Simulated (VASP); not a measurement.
Write the native input for VASP 6.6.1 that does the following.

| Property | Result |
| --- | --- |
| Task | relaxation of cell and atoms |
| Functional | revPBE |
| Dispersion | D4 |
| Potentials or basis | VASP PAW PBE potentials, release 64 (Ti_sv, Al) |
| Cutoff | 600 eV |
| k mesh | 8 × 8 × 8 |
| Occupations | fermi-dirac, width 0.05 eV |
| Spin | no spin polarisation |
| Dipole correction | no |
| Further INCAR settings | ALGO = Fast; EDIFF = 1e-06; IBRION = 2; EDIFFG = -0.01; NSW = 60; ISIF = 3 |

The structure of TiAl lies in POSCAR:

```
TiAl
1.0
    3.1790640000      0.0000000000      0.0000000000
    0.0000000000      3.1790640000      0.0000000000
    0.0000000000      0.0000000000      3.1790640000
Ti Al
1 1
Direct
    0.0000000000      0.0000000000      0.0000000000
    0.5000000000      0.5000000000      0.5000000000
```

These files were run (other wordings do the same):

INCAR

```
SYSTEM = TiAl
  PREC = Accurate
  ENCUT = 600
  EDIFF = 1E-6
  ISMEAR = -1
  SIGMA = 0.05
  LREAL = .False.
  LASPH = .True.
  NELM = 60
  ALGO = Fast
  ISIF = 3
  LWAVE = .False.
  LCHARG = .False.
  GGA = RE
  IVDW = 13
  IBRION = 2
  NSW = 60
  EDIFFG = -0.01
```

KPOINTS

```
Automatic mesh
0
Gamma
  8 8 8
  0 0 0
```

Potentials or basis: VASP PAW PBE potentials, release 64 (Ti_sv, Al).

Run with:

```console
$ cat potpaw_PBE.64/Ti_sv/POTCAR potpaw_PBE.64/Al/POTCAR > POTCAR
$ mpirun -np 1 vasp_std > vasp.out
```

Results of the run:

```json
{
  "Relaxed volume": "15.79 Å³/atom",
  "Relaxed cell": "a = 3.161 Å, b = 3.161 Å, c = 3.161 Å, α = 90.00°, β = 90.00°, γ = 90.00°",
  "Space group after relaxing (to 0.05 Å)": "Pm-3m (No. 221)",
  "Energy gained by relaxing": "1.7 meV/atom",
  "Ionic steps": "3",
  "Pressure after relaxing": "0.0 GPa",
  "Dispersion energy per atom": "-0.465 eV"
}
```

Caveat: the PAW data sets were made with another functional, which shifts forces and pressure a little; pairwise dispersion overbinds metals, which lowers pressure and volume.

It took 3.1 min on 1 thread of AMD EPYC 7R13 (shared host), peak memory 0.14 GiB.
